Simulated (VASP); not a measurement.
Runs of VASP 6.6.1 on SiW (zincblende type). The structure is that of space group F-43m (No. 216), or close to it. The cells are those of the table. 

```csv
task,cell,cutoff (eV),gap on the mesh (eV),pressure (GPa)
single point,"a = 3.303 Å, angles 60.0°, 2 atoms",520,none,162.3
single point,"a = 3.305 Å, angles 60.0°, 2 atoms",520,none,(a)
relaxation of cell and atoms,"relaxed to 160 GPa from a = 3.209 Å, angles 60.0°, 2 atoms",600,none,160.0
relaxation of cell and atoms,"relaxed to 160 GPa from a = 3.305 Å, angles 60.0°, 2 atoms",600,none,160.0
```

Alike in all rows: level PBE; potentials or basis VASP PAW PBE potentials, release 64 (W_sv, Si); no spin polarisation; k mesh 13 × 13 × 13; smearing fermi-dirac 0.1 eV.

Question: Estimate the missing entries.

Answer: (a) 161.3.

Caveats: spin-orbit coupling is left out, which moves the levels of the heavy elements; the cell is relaxed towards a set pressure, so the enthalpy falls and the energy may rise (some runs).

A k mesh can miss the band edges, and the runs leave out spin-orbit coupling on W.

A gap of «none» marks levels without a gap at the run's occupations.
